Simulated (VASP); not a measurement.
A run of VASP 6.6.1:

File INCAR:

```
SYSTEM = CoSi2
PREC = Accurate
ENCUT = 600
EDIFF = 1E-6
ISMEAR = 0
SIGMA = 0.1
LREAL = .FALSE.
LASPH = .TRUE.
NELM = 150
ALGO = Normal
ISIF = 3
LWAVE = .FALSE.
LCHARG = .FALSE.
ISPIN = 2
MAGMOM = 0 0 0
LORBIT = 11
LMAXMIX = 4
GGA = CA
IBRION = 2
NSW = 70
EDIFFG = -0.008
PSTRESS = -10.0
```

File KPOINTS:

```
Automatic mesh
0
G
  14 14 14
  0 0 0
```

POSCAR

```
CoSi2
1.0
    0.0000000000      2.6887028375      2.6887028375
    2.6887028375      0.0000000000      2.6887028375
    2.6887028375      2.6887028375      0.0000000000
Co Si
1 2
Direct
    0.0000000000      0.0000000000      0.0000000000
    0.2500000000      0.2500000000      0.2500000000
    0.7500000000      0.7500000000      0.7500000000
```

Potentials or basis: VASP PAW LDA potentials, release 64 (Co, Si).

Run with:

```console
$ cat potpaw_LDA.64/Co/POTCAR potpaw_LDA.64/Si/POTCAR > POTCAR
$ mpirun -np 1 vasp_std > vasp.out
```

Hardware: 1 thread of AMD EPYC 9R45 96-Core Processor (Zen 5), on a shared host.

Problem. Estimate the wall time of this run.

Solution. Run time: 110 s on 1 thread of AMD EPYC 9R45 96-Core Processor (Zen 5), with other jobs on the host, peak memory 0.21 GiB. Counts: scf iterations 31, k points 104, ion steps 3.
